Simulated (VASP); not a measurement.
Runs of VASP 6.6.1 on MgS. The structure is that of space group I4/mmm (No. 139), or close to it. The cells are those of the table. 

```tsv
cell	gap on the mesh (eV)	pressure (GPa)
a = 3.684, b = 3.684, c = 3.863 Å, angles 58.4, 58.4, 63.2°, 2 atoms	2.35	(a)
a = 3.772, b = 3.772, c = 3.863 Å, angles 59.2, 59.2, 61.6°, 2 atoms	2.38	-5.1
a = 3.728, b = 3.728, c = 3.587 Å, angles 61.2, 61.2, 57.5°, 2 atoms	2.53	1.9
a = 3.680, b = 3.680, c = 3.771 Å, angles 59.2, 59.2, 61.6°, 2 atoms	2.52	-0.5
a = 3.684, b = 3.684, c = 3.495 Å, angles 61.7, 61.7, 56.6°, 2 atoms	(c)	(b)
a = 3.588, b = 3.588, c = 3.679 Å, angles 59.2, 59.2, 61.7°, 2 atoms	2.65	5.8
a = 3.636, b = 3.636, c = 3.495 Å, angles 61.3, 61.3, 57.5°, 2 atoms	2.67	(d)
```

Alike in all rows: task single point; level PBE; potentials or basis VASP PAW PBE potentials, release 64 (Mg, S); no spin polarisation; k mesh 8 × 8 × 8; cutoff (eV) 520; smearing gaussian 0.05 eV.

**Question.** Estimate the missing entries.

**Answer.** (a) -0.9; (b) 7.4; (c) 2.59; (d) 9.1.

A k mesh can miss the band edges.
